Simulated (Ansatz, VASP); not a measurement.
Two plane-wave programs on Ge

Contents of POSCAR:

```
Ge
1.0
   -2.4791465020      2.6330714371      1.4273027698
    2.4791465020     -2.6330714371      1.4273027698
    2.4791465020      2.6330714371     -1.4273027698
Ge
2
Direct
    0.3140570000      0.0640570000      0.2500000000
    0.6859430000      0.9359430000      0.7500000000
```

The input INCAR.step1:

```
SYSTEM = Ge
PREC = Accurate
ENCUT = 520
ISMEAR = -1
SIGMA = 0.05
LREAL = .FALSE.
LASPH = .TRUE.
NELM = 100
NBANDS = 21
GGA = PE
ALGO = Normal
EDIFF = 1E-4
LWAVE = .TRUE.
LCHARG = .FALSE.
```

File INCAR.step2:

```
SYSTEM = Ge
PREC = Accurate
ENCUT = 520
EDIFF = 1E-6
ISMEAR = -1
SIGMA = 0.05
LREAL = .FALSE.
LASPH = .TRUE.
NELM = 100
ALGO = Normal
ISIF = 2
LWAVE = .FALSE.
LCHARG = .FALSE.
METAGGA = R2SCAN
LMIXTAU = .TRUE.
NBANDS = 21
ISTART = 1
```

KPOINTS

```
regular mesh
0
G
  11 11 11
  0 0 0
```

File input.yaml:

```yaml
crystal:
  lattice:
    - [-2.479146502, 2.6330714371, 1.4273027698]
    - [2.479146502, -2.6330714371, 1.4273027698]
    - [2.479146502, 2.6330714371, -1.4273027698]
  atoms:
    - { symbol: Ge, position: [0.314057, 0.064057, 0.25] }
    - { symbol: Ge, position: [0.685943, 0.935943, 0.75] }
hamiltonian:
  xc: r2scan
  pseudopotentials: { kind: paw }
kpoints:
  mp_grid: { grid: [11, 11, 11] }
scf:
  occupations: { method: fermi_dirac, width: 0.05 }
output:
  forces: true
  stress: true
  eigenvalues: true
```

Alike in both runs: task single point; functional r2SCAN; k mesh 11 × 11 × 11; occupations fermi-dirac, width 0.05 eV; no spin polarisation.

|  | VASP | Ansatz |
| --- | --- | --- |
| version | VASP 6.6.1 | Ansatz 0.2.0 |
| potentials or method | VASP PAW PBE potentials, release 64 (Ge_d) | Ansatz PAW |
| plane-wave cutoff (eV) | 520 | 500 |
| valence electrons in the cell | 28 | 28 |

Ansatz gave:

- gap on the k mesh at the Fermi level (eV): none
- pressure (GPa): 0.2
- traceless stress, the component that is largest in VASP (GPa): 1.20
- rms of the force components (eV/Å): 0.052

**Question.** Which values does VASP return?

**Answer.** gap on the k mesh at the Fermi level (eV): none; pressure (GPa): 0.0; traceless stress, the component that is largest in VASP (GPa): 1.18; rms of the force components (eV/Å): 0.049.

VASP's potentials were made for PBE, not for r2SCAN. Atom by atom the forces differ by 0.003 eV/Å (rms over components). A gap of «none» marks a metal or a gap that the smearing closes. The functional is the same, so the differences come from potentials, cutoffs and numerics.
